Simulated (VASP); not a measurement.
Set up this calculation in VASP 6.6.1, as the native input.

```yaml
Task: single point
Functional: r2SCAN
Potentials_or_basis: VASP PAW PBE potentials, release 64 (K_sv, Ta_pv, O)
Cutoff: 520 eV
k_mesh: 6 × 6 × 6
Occupations: gaussian, width 0.01 eV
Spin: no spin polarisation
Dipole_correction: no
Further_INCAR_settings: ALGO = Normal; EDIFF = 1e-07; NBANDS = 27
```

KTaO3:

```
K Ta O
1.0
     3.99013    0.00000    0.00000
     0.00000    3.99013    0.00000
     0.00000    0.00000    3.95023
K Ta O
1 1 3
Direct
  0.00000 0.00000 0.00000
  0.50000 0.50000 0.50000
  0.50000 0.50000 0.00000
  0.50000 0.00000 0.50000
  0.00000 0.50000 0.50000
```

This cell differs from its parent crystal: uniaxial z strain -1.0%.

One way to write it, as run:

POSCAR

```
KTaO3
1.0
    3.9901311030      0.0000000000      0.0000000000
    0.0000000000      3.9901311030      0.0000000000
    0.0000000000      0.0000000000      3.9502297920
K Ta O
1 1 3
Direct
    0.0000000000      0.0000000000      0.0000000000
    0.5000000000      0.5000000000      0.5000000000
    0.5000000000      0.5000000000      0.0000000000
    0.5000000000      0.0000000000      0.5000000000
    0.0000000000      0.5000000000      0.5000000000
```

INCAR.step1

```
ALGO = Normal
EDIFF = 1E-4
ENCUT = 520
GGA = PE
ISMEAR = 0
LASPH = T
LCHARG = F
LREAL = F
LWAVE = T
NBANDS = 27
NELM = 100
PREC = Accurate
SIGMA = 0.01
```

INCAR.step2

```
ALGO = Normal
EDIFF = 1E-7
ENCUT = 520
ISIF = 2
ISMEAR = 0
ISTART = 1
LASPH = T
LCHARG = F
LMIXTAU = T
LREAL = F
LWAVE = F
METAGGA = R2SCAN
NBANDS = 27
NELM = 100
PREC = Accurate
SIGMA = 0.01
```

KPOINTS

```
k-points
0
Gamma
  6 6 6
```

Potentials or basis: VASP PAW PBE potentials, release 64 (K_sv, Ta_pv, O).

Launch:

```bash
$ cat potpaw_PBE.64/K_sv/POTCAR potpaw_PBE.64/Ta_pv/POTCAR potpaw_PBE.64/O/POTCAR > POTCAR
$ cp INCAR.step1 INCAR
$ mpirun -np 1 vasp_std > vasp.out
$ cp INCAR.step2 INCAR
$ mpirun -np 1 vasp_std > vasp.out
```

It gave:

| Item | Value |
| --- | --- |
| Pressure | 3.2 GPa |
| Band gap on the k mesh | 2.60 eV, indirect (least direct gap 3.25 eV) |

Caveat: the cell differs from its parent crystal (uniaxial z strain -1.0%); the PAW data sets were made with another functional, which shifts forces and pressure a little; spin-orbit coupling is left out, which moves the levels of the heavy elements.

Wall time 2 min on 1 thread of Intel(R) Xeon(R) 6975P-C (Granite Rapids) (shared host), peak memory 0.21 GiB.
